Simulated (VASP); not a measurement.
A run of VASP 6.6.1 is set up as follows.

The input INCAR:

```
PREC = Accurate
ENCUT = 400
EDIFF = 1E-6
ISMEAR = -1
SIGMA = 0.0913
LREAL = Auto
LASPH = T
NELM = 120
ALGO = Normal
ISIF = 2
LWAVE = F
LCHARG = F
GGA = PE
ISYM = -1
NBANDS = 74
GGA_COMPAT = F
```

File KPOINTS:

```
explicit points
1
Reciprocal
  0.25000000   0.25000000   0.25000000 1
```

POSCAR

```
ZrCo2P17
1.0
    6.2302900000     -0.0420620000     -0.1372180000
   -0.0420620000      6.5845580000     -0.0758190000
   -0.1372180000     -0.0758190000      6.5099230000
P Co Zr
17 2 1
Direct
    0.0911411973      0.8956651883      0.0101926938
    0.4157718942      0.0683129863      0.1607594760
    0.5869411675      0.5957043939      0.7399624549
    0.2048886266      0.8605995242      0.5727384491
    0.7055385145      0.8624954343      0.5511395642
    0.8536081796      0.1162604963      0.3025430810
    0.6539524084      0.3818693293      0.3850512506
    0.4462743266      0.8145832621      0.3163394957
    0.6485308704      0.8760748611     -0.0243048606
    0.5993940062      0.1956787721      0.8907201845
    0.1614439371      0.3470672870      0.2373682928
    0.4258283833      0.5679899068      0.0986862281
    0.4464999841      0.1987878297      0.5867304005
    0.9590967706      0.0276736187      0.7423735314
    0.9348234891      0.4691552693      0.5964802491
    0.9685881137      0.6904580172      0.3565479285
    0.1731731482      0.3188593281      0.8568924807
    0.2672618487      0.6447440119      0.8228118800
    1.1313384704      0.2087959656      0.5178357261
    0.8723684770      0.5309991188      0.0274724417
```

Potentials or basis: VASP PAW PBE potentials, release 64 (P, Co, Zr_sv).

The run is started by

```sh
$ cat potpaw_PBE.64/P/POTCAR potpaw_PBE.64/Co/POTCAR potpaw_PBE.64/Zr_sv/POTCAR > POTCAR
$ mpirun -np 1 vasp_std > vasp.out
```

(1) What does it give for the band gap on the k mesh?

(2) Predict the pressure.

(3) Estimate the largest force.

## Answers

(1) zero (an odd number of electrons rules out a gap without spin polarisation).

(2) 21.4 GPa.

(3) 3.059 eV/Å.

Caveat: the atoms stand as in a frame of molecular dynamics; the run has no spin polarisation, though such a crystal can be magnetic.
